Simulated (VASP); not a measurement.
# B3H7N3 in VASP: notebook, part 2 of 2

VASP 6.6.1. Earlier steps stand in the parts before.

## Step 3: Single point, PBE

This run uses another cell than the first one, of 32.45 Å³/atom, 1.042 times its volume.

INCAR

```
SYSTEM = B3H7N3
  ALGO = Normal
  EDIFF = 1E-6
  ENCUT = 520
  GGA = PE
  ISIF = 2
  ISMEAR = 0
  LASPH = .TRUE.
  LCHARG = .FALSE.
  LREAL = Auto
  LWAVE = .FALSE.
  NBANDS = 50
  NELM = 100
  PREC = Accurate
  SIGMA = 0.05
```

KPOINTS

```
k-points
0
G
  1 1 9
  0 0 0
```

POSCAR

```
B3H7N3
1.0
   14.8000000000      0.0000000000      0.0000000000
    0.0000000000     15.1000000000      0.0000000000
    0.0000000000      0.0000000000      3.7756101252
B N H
6 6 14
Direct
    0.5280362523      0.5274158844     -0.0044131171
    0.5277603358      0.4074359117      0.5016891389
    0.5274207137      0.6483493679      0.4857269091
    0.4056248411      0.5274105973      0.5017070682
    0.6514275860      0.5265341016      0.4856973776
    0.4039771712      0.4060949742      0.0161161599
    0.5862010963      0.5842857474      0.2475897398
    0.3458422607      0.4664521010      0.7623810993
    0.5861384834      0.4687337687      0.7373040019
    0.4654322525      0.3489800942      0.7623543066
    0.4682995494      0.5844872576      0.7373263464
    0.4646426843      0.4654114533      0.2531277278
    0.6262585524      0.6234820569      0.0906123746
    0.5743696684      0.3548550191      0.3356140708
    0.5757411095      0.6961558431      0.6621033657
    0.4747336242      0.6927398579      0.3098885304
    0.3079978999      0.5086415333      0.9149688444
    0.3011535766      0.4291022551      0.6194241747
    0.6300314204      0.4324585755      0.8896548876
    0.3520937290      0.5732046174      0.3356148031
    0.7003249312      0.5737786444      0.6620652304
    0.6966036226      0.4747820467      0.3098683632
    0.5083844396      0.3117937561      0.9149686648
    0.4272152193      0.3052765078      0.6193742227
    0.4313849964      0.6275983291      0.8896334599
    0.3533232710      0.3565400594      0.1825242493
```

Potentials or basis: VASP PAW PBE potentials, release 64 (B, N, H).

Command:

```bash
cat potpaw_PBE.64/B/POTCAR potpaw_PBE.64/N/POTCAR potpaw_PBE.64/H/POTCAR > POTCAR
mpirun -np 1 vasp_std > vasp.out
```

OUTCAR:

```text
SYSTEM = B3H7N3
   EDIFF = 1E-6
   ENCUT = 520
   GGA = PE
   ISIF = 2
   ISMEAR = 0
   LASPH = .TRUE.
   LREAL = Auto
   NELM = 100
   PREC = Accurate

 ion  position               nearest neighbor table
   1  0.528  0.527  0.996-   7 1.54  11 1.57   9 1.57  12 1.64
   2  0.528  0.407  0.502-  14 1.22   9 1.55  12 1.59  10 1.61
   3  0.527  0.648  0.486-  15 1.21  16 1.22   7 1.58  11 1.61
   4  0.406  0.527  0.502-  20 1.22  11 1.55  12 1.59   8 1.61
[... 481 lines left out ...]
  Total       -0.2903355     -0.2860254     -0.1213938      0.0208816      0.0428998      0.0418146
  in kB       -0.5512962     -0.5431119     -0.2305055      0.0396504      0.0814592      0.0793985
  external PRESSURE =      -0.4416379 kB  Pullay stress =       0.0000000 kB

 VOLUME and BASIS-vectors are now :
 -----------------------------------------------------------------------------
  energy-cutoff  :      520.00
  volume of cell :      843.77
      direct lattice vectors                 reciprocal lattice vectors
    14.800000000  0.000000000  0.000000000     0.067567568  0.000000000  0.000000000
     0.000000000 15.100000000  0.000000000     0.000000000  0.066225166  0.000000000
     0.000000000  0.000000000  3.775610125     0.000000000  0.000000000  0.264857855

 POSITION                                       TOTAL-FORCE (eV/Angst)
 -----------------------------------------------------------------------------------
      7.81494      7.96398      3.75895        -0.004602     -0.003808     -0.003099
      7.81085      6.15228      1.89418        -0.009127     -0.004535      0.001619
      7.80583      9.79008      1.83392        -0.002287     -0.005998      0.001737
      6.00325      7.96390      1.89425        -0.002581     -0.008131      0.001388
      9.64113      7.95066      1.83380        -0.003833     -0.001703      0.004917
      5.97886      6.13203      0.06085         0.001090      0.002780     -0.011554
[... 18 lines left out ...]
      6.38450      9.47673      3.35891        -0.001389      0.005093     -0.001252
      5.22918      5.38375      0.68914        -0.005959     -0.006092      0.005464
 -----------------------------------------------------------------------------------
    total drift:                                0.000060     -0.000617     -0.003767

  FREE ENERGIE OF THE ION-ELECTRON SYSTEM (eV)
  ---------------------------------------------------
  free  energy   TOTEN  =      -150.7092261788 eV

  energy  without entropy=     -150.7092261788  energy(sigma->0) =     -150.70922618
```

OSZICAR:

```text
N       E                     dE             d eps       ncg     rms          rms(c)
DAV:   1     0.505497282568E+03    0.50550E+03   -0.21705E+04   532   0.900E+02
DAV:   2    -0.568240520757E+02   -0.56232E+03   -0.53048E+03   766   0.215E+02
DAV:   3    -0.159272942163E+03   -0.10245E+03   -0.10195E+03   632   0.103E+02
[... 19 lines left out ...]
DAV:  23    -0.150709214578E+03   -0.12291E-04   -0.46099E-07   496   0.308E-03    0.506E-04
DAV:  24    -0.150709220698E+03   -0.61200E-05   -0.24670E-07   462   0.178E-03    0.480E-04
DAV:  25    -0.150709223177E+03   -0.24791E-05   -0.10277E-07   472   0.138E-03    0.347E-04
DAV:  26    -0.150709225503E+03   -0.23257E-05   -0.13449E-07   454   0.102E-03    0.241E-04
DAV:  27    -0.150709226179E+03   -0.67614E-06   -0.32069E-08   504   0.608E-04
   1 F= -.15070923E+03 E0= -.15070923E+03  d E =-.381737E-16
```

Run time: 5.1 min. Hardware: 1 thread of Intel Xeon 6975P-C (Granite Rapids), shared host; peak memory 0.75 GiB.

What came out:

* Free energy: -150.7092 eV
* Largest force: 0.020 eV/Å
* Band gap on the k mesh: 3.65 eV, direct

Forces on the atoms (eV/Å):
```
B   -0.005 -0.004 -0.003
B   -0.009 -0.005  0.002
B   -0.002 -0.006  0.002
B   -0.003 -0.008  0.001
B   -0.004 -0.002  0.005
B    0.001  0.003 -0.012
N    0.014  0.014 -0.005
N   -0.020  0.001  0.001
N    0.012 -0.004  0.010
N    0.001 -0.020  0.002
N   -0.004  0.011  0.011
N    0.007  0.007 -0.001
H    0.001  0.001  0.002
H    0.004 -0.006 -0.005
H    0.007  0.004  0.005
H   -0.008  0.005 -0.004
H    0.004  0.006  0.000
H    0.003 -0.004 -0.004
H    0.005 -0.001 -0.001
H   -0.006  0.005 -0.005
H    0.004  0.007  0.004
H    0.005 -0.008 -0.004
H    0.005  0.004  0.000
H   -0.005  0.003 -0.004
H   -0.001  0.005 -0.001
H   -0.006 -0.006  0.005
```

Levels at points of the mesh, in eV from the valence-band top:
| k point | band 29 | band 30 | band 31 | band 32 | band 33 | band 34 |
| --- | --- | --- | --- | --- | --- | --- |
| (0.00, 0.00, 0.00) | -0.99 | -0.18 | 0.00 | 3.65 | 4.08 | 4.84 |
